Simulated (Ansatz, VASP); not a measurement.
**CO: VASP beside Ansatz**

```
C O
1.0
     6.09783    0.00000    0.00000
     0.00000    6.09783    0.00000
     0.00000    0.00000    6.09783
C O
4 4
Direct
  0.96615 0.96615 0.96615
  0.53385 0.03385 0.46615
  0.46615 0.53385 0.03385
  0.03385 0.46615 0.53385
  0.07361 0.07361 0.07361
  0.42639 0.92639 0.57361
  0.57361 0.42639 0.92639
  0.92639 0.57361 0.42639
```

Alike in both runs: functional PBE; k mesh 4 × 4 × 4; occupations gaussian, width 0.02 eV; no spin polarisation.

Ansatz relaxed the structure, and its values are those at the end. VASP's run is a single point on that final structure, the one shown.

|  | VASP | Ansatz |
| --- | --- | --- |
| version | VASP 6.6.1 | Ansatz 0.2.0 |
| potentials or method | VASP PAW PBE potentials, release 64 (C, O), cutoff 600 eV | scalar-relativistic, plane waves, PAW |
| valence electrons in the cell | 40 | 40 |

Ansatz gave:

```
gap on the k mesh at the Fermi level (eV) : 6.30
least direct gap on the mesh (eV)         : 6.31
pressure (GPa)                            : 0.0
rms of the force components (eV/Å)        : 0.001
```

Which values does VASP return?

gap on the k mesh at the Fermi level (eV): 6.30; least direct gap on the mesh (eV): 6.31; pressure (GPa): 0.8; rms of the force components (eV/Å): 0.523.

One of these differences is far larger than is usual between the two programs; its cause wasn't traced.

Noted on VASP's run: the standard files for N, O and F lose accuracy on very short bonds.
